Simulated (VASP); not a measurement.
# C (Cm) in VASP: notebook, part 2 of 2

VASP 6.6.1.

### 4 Single point, LDA

The COD entry that gives the cell may itself be a prediction, so a difference from it is no test against experiment.

INCAR reads:

```
SYSTEM = C
  ALGO = Normal
  EDIFF = 1E-6
  ENCUT = 520
  ISIF = 2
  ISMEAR = 0
  LASPH = .True.
  LCHARG = .True.
  LELF = .True.
  LREAL = .False.
  LVHAR = .True.
  LWAVE = .False.
  NBANDS = 31
  NELM = 80
  PREC = Accurate
  SIGMA = 0.05
```

KPOINTS reads:

```
k-points
0
Gamma
  10 10 3
  0 0 0
```

POSCAR reads:

```
C
1.0
   -2.4912907516      0.0000000000      0.0000000000
   -1.2456453758     -2.1575210791      0.0000000000
    0.6226981234      0.3595149291     10.2538776052
C
10
Direct
   -0.1209031956     -0.1209031956      0.8741556576
    0.8542832156      0.8542832156      0.7252443424
    0.0877269653      0.0877269653      0.1257869493
    0.8123530547      0.8123530547      0.4736130507
    0.1125570050      0.1125570050      0.2747969895
    0.7875230150      0.7875230150      0.3246030105
    0.2207848120      0.2207848120      0.9242937306
    0.5125952080      0.5125952080      0.6751062694
    0.4127084122      0.4127084122      0.0756656066
    0.4873716078      0.4873716078      0.5237343934
```

Potentials or basis: VASP PAW LDA potentials, release 64 (C).

On the command line:

```console
cat potpaw_LDA.64/C/POTCAR > POTCAR
mpirun -np 1 vasp_std > vasp.out
```

OUTCAR:

```text
SYSTEM = C
   EDIFF = 1E-6
   ENCUT = 520
   ISIF = 2
   ISMEAR = 0
   LASPH = .True.
   LREAL = .False.
   NELM = 80
   PREC = Accurate

 ion  position               nearest neighbor table
   1  0.879  0.879  0.874-   2 1.53   7 1.53   7 1.53   7 1.53
   2  0.854  0.854  0.725-   1 1.53   8 1.53   8 1.53   8 1.53
   3  0.088  0.088  0.126-   9 1.53   9 1.53   9 1.53   5 1.53
   4  0.812  0.812  0.474-  10 1.53  10 1.53  10 1.53   6 1.53
   5  0.113  0.113  0.275-   6 1.53   6 1.53   6 1.53   3 1.53
   6  0.788  0.788  0.325-   5 1.53   5 1.53   5 1.53   4 1.53
   7  0.221  0.221  0.924-   1 1.53   1 1.53   1 1.53   9 1.71
   8  0.513  0.513  0.675-   2 1.53   2 1.53   2 1.53  10 1.55
   9  0.413  0.413  0.076-   3 1.53   3 1.53   3 1.53   7 1.71
  10  0.487  0.487  0.524-   4 1.53   4 1.53   4 1.53   8 1.55

  LATTYP: Found a base centered monoclinic cell.
 ALAT       =     4.3150421582
 B/A-ratio  =     0.5773502692
 C/A-ratio  =     2.3821451751
 COS(beta)  =    -0.0699509564
[... 203 lines left out ...]

 k-point     1 :       0.0000    0.0000    0.0000
  band No.  band energies     occupation
      1     -11.5498      2.00000
      2     -10.4873      2.00000
      3     -10.3849      2.00000
      4      -7.2756      2.00000
      5      -7.1721      2.00000
      6      -1.4997      2.00000
[... 805 lines left out ...]
     30      20.6606      0.00000
     31      21.5487      0.00000

 [... further k-points ...]

------------------------ aborting loop because EDIFF is reached ----------------------------------------

  FORCE on cell =-STRESS in cart. coord.  units (eV):
  Direction    XX          YY          ZZ          XY          YZ          ZX
  --------------------------------------------------------------------------------------
  -------------------------------------------------------------------------------------
  Total       -1.0207321      0.5841300      2.7510375     -1.3898514      4.9703585      8.6089135
  in kB      -29.6725430     16.9805805     79.9722853    -40.4027901    144.4876426    250.2599385
  external PRESSURE =      22.4267743 kB  Pullay stress =       0.0000000 kB

 VOLUME and BASIS-vectors are now :
 -----------------------------------------------------------------------------
  energy-cutoff  :      520.00
  volume of cell :       55.11
      direct lattice vectors                 reciprocal lattice vectors
    -2.491290752  0.000000000  0.000000000    -0.401398351  0.231747446  0.016250763
    -1.245645376 -2.157521079  0.000000000     0.000000000 -0.463494892  0.016250763
     0.622698123  0.359514929 10.253877605     0.000000000  0.000000000  0.097524082

 POSITION                                       TOTAL-FORCE (eV/Angst)
 -----------------------------------------------------------------------------------
     -2.74079     -1.58240      8.96349         0.201090      0.116100      0.056355
     -2.74079     -1.58240      7.43657        -0.311938     -0.180097     -0.172859
     -0.24950     -0.14405      1.28980         0.389138      0.224669     -0.018375
     -2.74079     -1.58240      4.85637         0.041590      0.024012      0.014671
     -0.24950     -0.14405      2.81773         0.446548      0.257815      0.233173
     -2.74079     -1.58240      3.32844        -0.000392     -0.000227     -0.021744
     -0.24950     -0.14405      9.47759        -4.120108     -2.378746     -0.736130
     -1.49515     -0.86322      6.92246         0.006921      0.003996     -0.002411
     -1.49515     -0.86322      0.77587         3.376070      1.949175      0.655195
     -1.49515     -0.86322      5.37031        -0.028919     -0.016696     -0.007875
 -----------------------------------------------------------------------------------
    total drift:                               -0.000039     -0.000023     -0.000052

  FREE ENERGIE OF THE ION-ELECTRON SYSTEM (eV)
  ---------------------------------------------------
  free  energy   TOTEN  =       -99.2639792603 eV

  energy  without entropy=      -99.2639792603  energy(sigma->0) =      -99.26397926
```

OSZICAR:

```text
N       E                     dE             d eps       ncg     rms          rms(c)
DAV:   1     0.864503078452E+02    0.86450E+02   -0.21699E+04  5332   0.127E+03
DAV:   2    -0.962093249937E+02   -0.18266E+03   -0.17425E+03  6709   0.247E+02
DAV:   3    -0.103366885011E+03   -0.71576E+01   -0.71172E+01  7177   0.448E+01
DAV:   4    -0.103434527782E+03   -0.67643E-01   -0.67523E-01  7254   0.462E+00
DAV:   5    -0.103435442541E+03   -0.91476E-03   -0.91444E-03  7099   0.495E-01    0.130E+01
DAV:   6    -0.100328839050E+03    0.31066E+01   -0.21894E+00  6326   0.740E+00    0.754E+00
DAV:   7    -0.992679456198E+02    0.10609E+01   -0.25838E+00  6479   0.803E+00    0.160E+00
DAV:   8    -0.992642095230E+02    0.37361E-02   -0.67344E-02  7065   0.148E+00    0.329E-01
DAV:   9    -0.992639657116E+02    0.24381E-03   -0.47551E-03  6958   0.408E-01    0.559E-02
DAV:  10    -0.992639771487E+02   -0.11437E-04   -0.25355E-04  7201   0.975E-02    0.310E-02
DAV:  11    -0.992639785081E+02   -0.13594E-05   -0.32685E-05  7511   0.420E-02    0.101E-02
DAV:  12    -0.992639792603E+02   -0.75220E-06   -0.84559E-06  6591   0.163E-02
   1 F= -.99263979E+02 E0= -.99263979E+02  d E =-.207972E-16
```

stdout:

```text
POSCAR found type information on POSCAR C
 POSCAR found :  1 types and      10 ions
 scaLAPACK will be used
 LDA part: xc-table for (Slater(with rela. corr.)+CA(PZ))
 , standard interpolation
 POSCAR, INCAR and KPOINTS ok, starting setup
 FFT: planning ... GRIDC
 FFT: planning ... GRID_SOFT
 FFT: planning ... GRID
 WAVECAR not read
 entering main loop
```

Wall time 1.8 min (1 thread of Intel Xeon 6975P-C, shared host); peak memory 0.21 GiB.

Results:

```
Free energy            : -99.2640 eV
Pressure               : 2.2 GPa
Largest force          : 4.814 eV/Å
Band gap on the k mesh : 2.14 eV, indirect (least direct gap 4.67 eV)
```

Forces in eV/Å, atoms in the order of the input:
```
C    0.201  0.116  0.056
C   -0.312 -0.180 -0.173
C    0.389  0.225 -0.018
C    0.042  0.024  0.015
C    0.447  0.258  0.233
C    0.000  0.000 -0.022
C   -4.120 -2.379 -0.736
C    0.007  0.004 -0.002
C    3.376  1.949  0.655
C   -0.029 -0.017 -0.008
```

Caveat: forces of over 1 eV/Å act on the atoms, so gaps and moduli don't describe the material at rest.

### 5 Summary

| cell | gap on the mesh (eV) | pressure (GPa) | largest force (eV/Å) |
| --- | --- | --- | --- |
| a = 2.491, b = 2.491, c = 10.310 Å, angles 84.8, 84.8, 60.0°, 10 atoms | none | 5.7 | 3.98 |
| a = 2.491, b = 2.491, c = 10.410 Å, angles 81.4, 81.4, 60.0°, 10 atoms | none | 4.9 | 5.49 |
| a = 2.491, b = 2.491, c = 10.279 Å, angles 93.5, 93.5, 60.0°, 10 atoms | 2.14 | 2.2 | 4.81 |

Alike in all rows: task single point; level LDA; potentials or basis VASP PAW LDA potentials, release 64 (C); no spin polarisation; k mesh 10 × 10 × 3; cutoff (eV) 520; smearing gaussian 0.05 eV.

Caveats: forces of over 1 eV/Å act on the atoms, so gaps and moduli don't describe the material at rest.

Total energies depend on the potentials used, so only differences within one code and one set of settings carry meaning.
